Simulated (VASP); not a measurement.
Input of a VASP 6.6.1 run:

File POSCAR:

```
Al
1.0
    2.7627281175      0.0000000000      0.0000000000
   -1.3813640588      2.3925927335      0.0000000000
    0.0000000000      0.0000000000      4.6071743225
Al
2
Direct
    0.6666666667      0.3333333333      0.7500000000
    0.3333333333      0.6666666667      0.2500000000
```

The input INCAR.step1:

```
  PREC = Accurate
  ENCUT = 520
  ISMEAR = 1
  SIGMA = 0.15
  LREAL = F
  LASPH = T
  NELM = 80
  NBANDS = 10
  GGA = PE
  ALGO = Normal
  EDIFF = 1E-4
  LWAVE = T
  LCHARG = F
```

The input INCAR.step2:

```
  PREC = Accurate
  ENCUT = 520
  EDIFF = 1E-6
  ISMEAR = 1
  SIGMA = 0.15
  LREAL = F
  LASPH = T
  NELM = 80
  ALGO = Normal
  ISIF = 2
  LWAVE = F
  LCHARG = T
  METAGGA = R2SCAN
  LMIXTAU = T
  LELF = T
  LVHAR = T
  NBANDS = 10
  ISTART = 1
```

The input KPOINTS:

```
regular mesh
0
Gamma
  14 14 7
```

Potentials or basis: VASP PAW PBE potentials, release 64 (Al).

Launch:

```sh
$ cat potpaw_PBE.64/Al/POTCAR > POTCAR
$ cp INCAR.step1 INCAR
$ mpirun -np 1 vasp_std > vasp.out
$ cp INCAR.step2 INCAR
$ mpirun -np 1 vasp_std > vasp.out
```

**Question.** What does it give for the pressure?

**Answer.** 4.6 GPa.

**Question.** What does it give for the band gap on the k mesh?

**Answer.** Zero (band 3 reaches 12.12 eV, above the bottom of band 4 at 5.75 eV).

Stress tensor (GPa, compression positive):
```
4.76 0.00 0.00
0.00 4.76 0.00
0.00 0.00 4.41
```

Caveat: the PAW data sets were made with another functional, which shifts forces and pressure a little.
